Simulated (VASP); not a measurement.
Set up this calculation in VASP 6.6.1, as the native input.

```
Task                   : single point
Functional             : PBE
Dispersion             : D3(BJ)
Potentials or basis    : VASP PAW PBE potentials, release 64 (Si, O)
Cutoff                 : 520 eV
k mesh                 : 7 × 7 × 1
Occupations            : gaussian, width 0.05 eV
Spin                   : collinear spin, ferromagnetic start
Starting moments       : [0.0, 0.0, 0.0, 0.0, 2.0] μB
Dipole correction      : yes
Further INCAR settings : ALGO = Fast; EDIFF = 1e-06; NBANDS = 23
```

The structure of Si4O lies in POSCAR:

```
Si4O
1.0
    3.8333442603      0.0000000000      0.0000000000
    0.0000000000      3.8333442603      0.0000000000
    0.0000000000      0.0000000000     21.2034818054
Si O
4 1
Direct
    0.0000000000      0.5000000000      0.1886482624
    0.0000000000      0.0000000000      0.2525666261
    0.5000000000      0.0000000000      0.3191936744
    0.5000000000      0.5000000000      0.3821769405
    1.0000000000      0.7500000000      0.4859334849
```

These files were run (other wordings do the same):

INCAR

```
  PREC = Accurate
  ENCUT = 520
  EDIFF = 1E-6
  ISMEAR = 0
  SIGMA = 0.05
  LREAL = F
  LASPH = T
  NELM = 150
  ALGO = Fast
  ISIF = 2
  LWAVE = F
  LCHARG = F
  ISPIN = 2
  MAGMOM = 0 0 0 0 2
  LORBIT = 11
  LDIPOL = T
  IDIPOL = 3
  DIPOL = 0.5 0.5 0.326
  GGA = PE
  IVDW = 12
  NBANDS = 23
```

KPOINTS

```
Automatic mesh
0
Gamma
  7 7 1
```

Potentials or basis: VASP PAW PBE potentials, release 64 (Si, O).

Command:

```console
$ cat potpaw_PBE.64/Si/POTCAR potpaw_PBE.64/O/POTCAR > POTCAR
$ mpirun -np 1 vasp_std > vasp.out
```

It gave:

| Item | Value |
| --- | --- |
| Largest force | 1.477 eV/Å |
| Net moment | 1.40 μB per cell |
| Site moments | Si -0.03, -0.01, -0.00 (each value once); O +1.25 μB |
| Valence electrons inside the program's atomic spheres | Si 1.58, 1.67, 1.54 (each value once); O 4.59 |
| Dispersion energy per atom | -0.201 eV |

It took 24 min on 1 thread of Oxide Virtual Turin-like Processor, with other jobs on the host, peak memory 0.53 GiB.
